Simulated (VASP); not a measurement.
Wanted: the native input for a VASP 6.6.1 run.

| Item | Value |
| --- | --- |
| Task | relaxation of cell and atoms |
| Functional | PBE |
| Potentials or basis | VASP PAW PBE potentials, release 64 (Pt, F) |
| Cutoff | 600 eV |
| k mesh | 4 × 4 × 6 |
| Occupations | gaussian, width 0.1 eV |
| Spin | no spin polarisation |
| Dipole correction | no |
| Further INCAR settings | ALGO = Normal; EDIFF = 1e-06; IBRION = 2; EDIFFG = -0.04; NSW = 90; ISIF = 3 |

The structure of PtF2 lies in POSCAR:

```
PtF2
1.0
    2.8619924967     -3.2370228978      0.0000000000
    2.8619924967      3.2370228978      0.0000000000
    0.0000000000      0.0000000000      3.1215172646
Pt F
1 2
Direct
    0.5000000000      0.5000000000      0.5000000000
    0.7241820983      0.7241820983      0.0000000000
    0.2758179017      0.2758179017      0.0000000000
```

One way to write it, as run:

INCAR

```
ALGO = Normal ; EDIFF = 1E-6
EDIFFG = -0.04 ; ENCUT = 600
GGA = PE ; IBRION = 2
ISIF = 3 ; ISMEAR = 0
LASPH = T ; LCHARG = F
LREAL = F ; LWAVE = F
NELM = 60 ; NSW = 90
PREC = Accurate ; SIGMA = 0.1
```

KPOINTS

```
k-points
0
Gamma
  4 4 6
```

Potentials or basis: VASP PAW PBE potentials, release 64 (Pt, F).

Run with:

```bash
$ cat potpaw_PBE.64/Pt/POTCAR potpaw_PBE.64/F/POTCAR > POTCAR
$ mpirun -np 1 vasp_std > vasp.out
```

Results of the run:

```yaml
Relaxed_volume: 19.33 Å³/atom
Relaxed_cell: a = 4.324 Å, b = 4.324 Å, c = 3.125 Å, α = 90.00°, β = 90.00°, γ = 96.96°
Space_group_after_relaxing_to_0.05_Å: Cmmm (No. 65)
Energy_gained_by_relaxing: 0.2 meV/atom
Ionic_steps: 3
Pressure_after_relaxing: -0.1 GPa
Largest_force_after_relaxing: 0.021 eV/Å
Band_gap_on_the_k_mesh: 1.09 eV, indirect (least direct gap 1.19 eV)
```

Caveat: spin-orbit coupling is left out, which moves the levels of the heavy elements.

Run time: 22 s on 1 thread of Intel(R) Xeon(R) 6975P-C (Granite Rapids), with other jobs on the host, peak memory 0.21 GiB.
